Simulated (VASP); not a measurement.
# Be18N in VASP: single point with PBE+D3(BJ)

Aim: the single point of Be18N with PBE+D3(BJ).

All numbers are computed with VASP 6.6.1; they aren't measurements. Logs are shortened: lines on timing, memory, paths and dates and some standing lists are left out, and cuts for length are marked.

## Step 1: The cell of the first run

The cell holds a slab with vacuum, 19 atoms: a = 4.580 Å, b = 6.870 Å, c = 15.588 Å, α = 90.00°, β = 90.00°, γ = 60.00°.

## Step 2: Single point, PBE+D3(BJ)

Contents of INCAR:

```
SYSTEM = Be18N
PREC = Accurate
ENCUT = 520
EDIFF = 1E-6
ISMEAR = -1
SIGMA = 0.1
LREAL = Auto
LASPH = .TRUE.
NELM = 60
ALGO = Normal
ISIF = 2
LWAVE = .FALSE.
LCHARG = .FALSE.
GGA = PE
IVDW = 12
NBANDS = 36
```

Contents of KPOINTS:

```
regular mesh
0
G
  5 4 1
  0 0 0
```

Contents of POSCAR:

```
Be18N
1.0
    4.5800000000      0.0000000000      0.0000000000
    3.4350000000      5.9495950000      0.0000000000
    0.0000000000      0.0000000000     15.5884300000
Be N
18 1
Direct
    0.0000000000      0.0000000000      0.0641501000
    0.5000000000      0.0000000000      0.0641501000
    0.0000000000      0.3333333000      0.0641501000
    0.5000000000      0.3333333000      0.0641501000
    0.0000000000      0.6666667000      0.0641501000
    0.5000000000      0.6666667000      0.0641501000
   -0.1673421916      0.2310833595      0.1834900276
    0.3319468772      0.2272614118      0.1794413769
   -0.1691196159      0.5579778390      0.1785485654
    0.3240172555      0.5531956249      0.1831725485
   -0.1730731795      0.8919786365      0.1761361593
    0.3379060089      0.8780963979      0.1811873392
    0.0501928909     -0.0242982562      0.2946644531
    0.4597571551      0.0050737270      0.2938863837
    0.0108945244      0.3611038658      0.2939700849
    0.5690014612      0.2583930970      0.3184888803
   -0.0480856893      0.7058900055      0.3256228048
    0.5234864311      0.6450251653      0.2940073560
    0.7642288321     -0.0218242541      0.3494605156
```

Potentials or basis: VASP PAW PBE potentials, release 64 (Be, N).

Command:

```console
cat potpaw_PBE.64/Be/POTCAR potpaw_PBE.64/N/POTCAR > POTCAR
mpirun -np 1 vasp_std > vasp.out
```

OUTCAR:

```text
SYSTEM = Be18N
   PREC = Accurate
   ENCUT = 520
   EDIFF = 1E-6
   ISMEAR = -1
   LREAL = Auto
   LASPH = .TRUE.
   NELM = 60
   ISIF = 2
   GGA = PE
   IVDW = 12
 IVDW          = 12

 ion  position               nearest neighbor table
   1  0.000  0.000  0.064-  11 2.19  12 2.26   3 2.29   5 2.29   2 2.29   2 2.29   6 2.29   4 2.29
                             7 2.31
   2  0.500  0.000  0.064-  11 2.17   8 2.25  12 2.28   6 2.29   4 2.29   1 2.29   1 2.29   5 2.29
                             3 2.29
   3  0.000  0.333  0.064-   8 2.23   9 2.23   7 2.25   1 2.29   4 2.29   4 2.29   2 2.29   6 2.29
                             5 2.29
   4  0.500  0.333  0.064-   8 2.22  10 2.27   7 2.28   2 2.29   3 2.29   3 2.29   1 2.29   5 2.29
                             6 2.29
   5  0.000  0.667  0.064-  11 2.20   9 2.22  10 2.26   1 2.29   6 2.29   6 2.29   2 2.29   4 2.29
                             3 2.29
   6  0.500  0.667  0.064-   9 2.21  12 2.22   2 2.29   5 2.29   5 2.29   1 2.29   3 2.29   4 2.29
                            10 2.31
   7  0.833  0.231  0.183-   9 2.24   3 2.25  15 2.27  10 2.27   8 2.27   4 2.28   8 2.31  13 2.31
                             1 2.31  11 2.35  12 2.37  16 2.39
   8  0.332  0.227  0.179-  15 2.20   4 2.22  10 2.22  14 2.23   3 2.23   2 2.25   7 2.27   9 2.28
                            11 2.29   7 2.31  12 2.39
   9  0.831  0.558  0.179-  15 2.15  18 2.18   6 2.21   5 2.22   3 2.23  12 2.23   7 2.24  10 2.24
                             8 2.28  11 2.29  10 2.34
  10  0.324  0.553  0.183-  18 2.19   8 2.22   9 2.24   5 2.26  12 2.26   4 2.27   7 2.27  11 2.31
                             6 2.31   9 2.34
  11  0.827  0.892  0.176-   2 2.17   1 2.19   5 2.20   9 2.29   8 2.29  12 2.29  12 2.30  10 2.31
                            13 2.32  14 2.34   7 2.35
  12  0.338  0.878  0.181-  13 2.11  14 2.16   6 2.22   9 2.23  18 2.24   1 2.26  10 2.26   2 2.28
                            11 2.29  11 2.30   7 2.37   8 2.39
  13  0.050  0.976  0.295-  19 1.56  14 1.98  12 2.11  16 2.12  17 2.17  18 2.22   7 2.31  11 2.32

  14  0.460  0.005  0.294-  19 1.57  13 1.98  16 2.07  12 2.16  17 2.22   8 2.23  15 2.28  18 2.34
                            11 2.34
  15  0.011  0.361  0.294-  18 2.11   9 2.15   8 2.20   7 2.27  14 2.28  17 2.30  16 2.32
  16  0.569  0.258  0.318-  19 1.74  14 2.07  13 2.12  15 2.32   7 2.39
  17  0.952  0.706  0.326-  19 1.66  13 2.17  14 2.22  18 2.26  15 2.30
  18  0.523  0.645  0.294-  15 2.11   9 2.18  10 2.19  13 2.22  12 2.24  17 2.26  14 2.34
  19  0.764  0.978  0.349-  13 1.56  14 1.57  17 1.66  16 1.74

  LATTYP: Found a simple monoclinic cell.
 ALAT       =     4.5800000000
 B/A-ratio  =     3.4035873362
 C/A-ratio  =     1.3228757576
 COS(beta)  =    -0.1889822219

  Lattice vectors:

 A1 = (   4.5800000000,   0.0000000000,   0.0000000000)
 A2 = (   0.0000000000,   0.0000000000, -15.5884300000)
 A3 = (  -1.1450000000,   5.9495950000,   0.0000000000)

Analysis of symmetry for initial positions (statically):
=====================================================================
 Subroutine PRICEL returns:
 Original cell was already a primitive cell.

 Routine SETGRP: Setting up the symmetry group for a
 simple monoclinic supercell.

 Subroutine GETGRP returns: Found  1 space group operations
 (whereof  1 operations were pure point group operations)
 out of a pool of  4 trial point group operations.

The static configuration has the point symmetry C_1 .

Analysis of symmetry for dynamics (positions and initial velocities):
=====================================================================
 Subroutine PRICEL returns:
 Original cell was already a primitive cell.

 Routine SETGRP: Setting up the symmetry group for a
 simple monoclinic supercell.

 Subroutine GETGRP returns: Found  1 space group operations
 (whereof  1 operations were pure point group operations)
 out of a pool of  4 trial point group operations.

The dynamic configuration has the point symmetry C_1 .

 Subroutine INISYM returns: Found  1 space group operations
 (whereof  1 operations are pure point group operations),
 and found     1 'primitive' translations

----------------------------------------------------------------------------------------

                                     Primitive cell

  volume of cell :     424.7714

  direct lattice vectors                    reciprocal lattice vectors
     4.580000000  0.000000000  0.000000000     0.218340611 -0.126059001  0.000000000
[... 58 lines left out ...]

  Cartesian coordinates                     Fractional coordinates (reciprocal lattice)
     0.043668122 -0.025211800  0.000000000     0.200000000 -0.000000000  0.000000000
     0.000000000  0.042019667  0.000000000     0.000000000  0.250000000  0.000000000
     0.000000000  0.000000000  0.064150142     0.000000000  0.000000000  1.000000000

  Length of vectors
     0.050423603  0.042019667  0.064150142

  Shift w.r.t. Gamma in fractional coordinates (k-lattice)
     0.000000000  0.000000000  0.000000000

 Subroutine IBZKPT returns following result:
 ===========================================

 Found     11 irreducible k-points:

 Following reciprocal coordinates:
            Coordinates               Weight
  0.000000  0.000000  0.000000      1.000000
  0.200000  0.000000  0.000000      2.000000
  0.400000  0.000000  0.000000      2.000000
  0.000000  0.250000  0.000000      2.000000
  0.200000  0.250000  0.000000      2.000000
  0.400000  0.250000  0.000000      2.000000
 -0.400000  0.250000  0.000000      2.000000
 -0.200000  0.250000  0.000000      2.000000
  0.000000  0.500000  0.000000      1.000000
  0.200000  0.500000  0.000000      2.000000
  0.400000  0.500000  0.000000      2.000000
   k-points           NKPTS =     11   k-points in BZ     NKDIM =     11   number of bands    NBANDS=     36
   number of dos      NEDOS =    301   number of ions     NIONS =     19
   total plane-waves  NPLWV = 233280
   dimension x,y,z NGX =    36 NGY =   54 NGZ =  120
   dimension x,y,z NGXF=    72 NGYF=  108 NGZF=  240
   ions per type =              18   1
   NGX,Y,Z   is equivalent  to a cutoff of  13.07, 13.07, 12.80 a.u.
   NGXF,Y,Z  is equivalent  to a cutoff of  26.13, 26.13, 25.60 a.u.
 SYSTEM =  Be18N
   PREC   = accura    normal or accurate (medium, high low for compatibility)
   ISTART =      0    job   : 0-new  1-cont  2-samecut
   ICHARG =      2    charge: 1-file 2-atom 10-const
   ISPIN  =      1    spin polarized calculation?
   LNONCOLLINEAR =      F non collinear calculations
   LSORBIT =      F    spin-orbit coupling
   LASPH  =      T    aspherical Exc in radial PAW
   ENCUT  =  520.0 eV  38.22 Ry    6.18 a.u.   8.52 12.77 28.98*2*pi/ulx,y,z
   NELM   =     60;   NELMIN=  2; NELMDL= -5     # of ELM steps
   EDIFF  = 0.1E-05   stopping-criterion for ELM
   LREAL  =      T    real-space projection
   EDIFFG = 0.1E-04   stopping-criterion for IOM
   NSW    =      0    number of steps for IOM
   IBRION =     -1    ionic relax: 0-MD 1-quasi-New 2-CG
   NFREE  =      0    steps in history (QN), initial steepest desc. (CG)
   ISIF   =      2    stress and relaxation
   ISYM   =      2    0-nonsym 1-usesym 2-fastsym
   POTIM  = 0.5000    time-step for ionic-motion
   TEBEG  =    0.0;   TEEND  =   0.0 temperature during run
   PSTRESS=    0.0 pullay stress
   NELECT =      41.0000    total number of electrons
   NUPDOWN=      -1.0000    fix difference up-down
   EMIN   =  10.00;   EMAX   =-10.00  energy-range for DOS
   EFERMI =   0.00;   METHOD = LEGACY
   ISMEAR =    -1;   SIGMA  =   0.10  broadening in eV -4-tet -1-fermi 0-gaus
   EFERMI_NEDOS =   21; number of points for ismear=-14 and -15
   IALGO  =     38    algorithm
   IMIX   =      4    mixing-type and parameters
     AMIX     =   0.40;   BMIX     =  1.00
     AMIX_MAG =   1.60;   BMIX_MAG =  1.00
  volume/ion in A,a.u.               =      22.36       150.87
  Fermi-wavevector in a.u.,A,eV,Ry     =   0.750962  1.419112  7.672914  0.563943
  Thomas-Fermi vector in A             =   1.847833
   LORBIT       =      0    0 simple, 1 ext, 2 COOP (PROOUT), +10 PAW based schemes
   GGA     = PE    functional components
   LHFCALC =     F    Hartree Fock is set to
   AEXX    =    0.0000 exact exchange contribution
   IVDW    =    12    specifies the selected vdW correction
   LEPSILON=     F    determine dielectric tensor
   LRPA    =     F    only Hartree local field effects (RPA)
 non-spin polarized calculation
  energy-cutoff  :      520.00
  volume of cell :      424.77
 maximum number of plane-waves:     11487
 NGX is ok and might be reduce to    36
   NGX = 17   NGY = 25   NGZ = 57

 number of electron      41.0000000 magnetization

 Free energy of the ion-electron system (eV)
  ---------------------------------------------------
  ext. energy  EPLUGINS =         0.00000000
  ---------------------------------------------------
  free energy    TOTEN  =       -70.36750126 eV

  energy without entropy =      -70.17947480  energy(sigma->0) =      -70.27348803

 E-fermi :  -0.9059     XC(G=0):  -5.0510

 val. band max:       -0.9378123814   @ k =   0.2000   0.0000   0.0000
 cond. band min:      -0.8847189113   @ k =   0.4000   0.5000   0.0000
 fundamental gap:      0.0530934701
 Fermi energy:        -0.9059018016

 k-point     1 :       0.0000    0.0000    0.0000
  band No.  band energies     occupation
      1     -16.2822      2.00000
      2     -10.4450      2.00000
      3      -8.1002      2.00000
      4      -7.8677      2.00000
      5      -7.3493      2.00000
      6      -6.4868      2.00000
[... 374 lines left out ...]
     31       3.7464      0.00000
     32       4.1547      0.00000
 [bands above 32 left out]

------------------------ aborting loop because EDIFF is reached ----------------------------------------

 Edisp (eV)   -4.09967

 E8    (eV) :    -1.4847

  FORCE on cell =-STRESS in cart. coord.  units (eV):
  Direction    XX          YY          ZZ          XY          YZ          ZX
  --------------------------------------------------------------------------------------
  -------------------------------------------------------------------------------------
  Total      -8.25259   -19.42909     0.07881    -2.07373    -0.02177     0.00381
  in kB     -31.12760   -73.28376     0.29726    -7.82182    -0.08212     0.01435
  external pressure =      -34.70 kB  Pullay stress =        0.00 kB

 VOLUME and BASIS-vectors are now :
 -----------------------------------------------------------------------------
  energy-cutoff  :      520.00
  volume of cell :      424.77
      direct lattice vectors                 reciprocal lattice vectors
     4.580000000  0.000000000  0.000000000     0.218340611 -0.126059001  0.000000000
     3.435000000  5.949595000  0.000000000     0.000000000  0.168078668  0.000000000
     0.000000000  0.000000000 15.588430000     0.000000000  0.000000000  0.064150142

 POSITION                                       TOTAL-FORCE (eV/Angst)
 -----------------------------------------------------------------------------------
      0.00000      0.00000      1.00000         0.205559      0.073509      0.006957
      2.29000      0.00000      1.00000        -0.243100      0.052751     -0.006867
      1.14500      1.98320      1.00000        -0.063653     -0.071168     -0.124294
      3.43500      1.98320      1.00000         0.115546      0.180656      0.183611
      2.29000      3.96640      1.00000        -0.022362     -0.093331      0.063767
      4.58000      3.96640      1.00000         0.009210     -0.141640     -0.169672
[... 11 lines left out ...]
      4.61323      3.83764      4.58311        -0.001004     -0.009118      0.009192
      6.86020      5.81975      5.44754         0.014556      0.002203      0.024245
 -----------------------------------------------------------------------------------
    total drift:                               -0.000281      0.000609      0.001428

  FREE ENERGIE OF THE ION-ELECTRON SYSTEM (eV)
  ---------------------------------------------------
  free  energy   TOTEN  =       -74.4671746575 eV

  energy  without entropy=      -74.2791482002  energy(sigma->0) =      -74.37316143
```

It took 10 min on 1 thread of AMD EPYC 7R43 (Zen 3), shared host; peak memory 0.48 GiB.

What came out:

| Quantity | Value |
| --- | --- |
| Free energy | -74.4672 eV |
| Largest force | 0.282 eV/Å |
| Dispersion energy per atom | -0.216 eV |

Forces on the atoms (eV/Å):
```
Be   0.206  0.074  0.007
Be  -0.243  0.053 -0.007
Be  -0.064 -0.071 -0.124
Be   0.116  0.181  0.184
Be  -0.022 -0.093  0.064
Be   0.009 -0.142 -0.170
Be   0.002  0.004  0.010
Be  -0.002 -0.001  0.004
Be   0.000 -0.002 -0.009
Be   0.000  0.000  0.001
Be  -0.003  0.001  0.017
Be   0.006  0.006  0.000
Be   0.031  0.016 -0.020
Be  -0.038  0.001 -0.015
Be  -0.002 -0.002  0.007
Be  -0.001  0.017  0.003
Be  -0.006 -0.033  0.016
Be  -0.001 -0.009  0.009
N    0.015  0.002  0.024
```
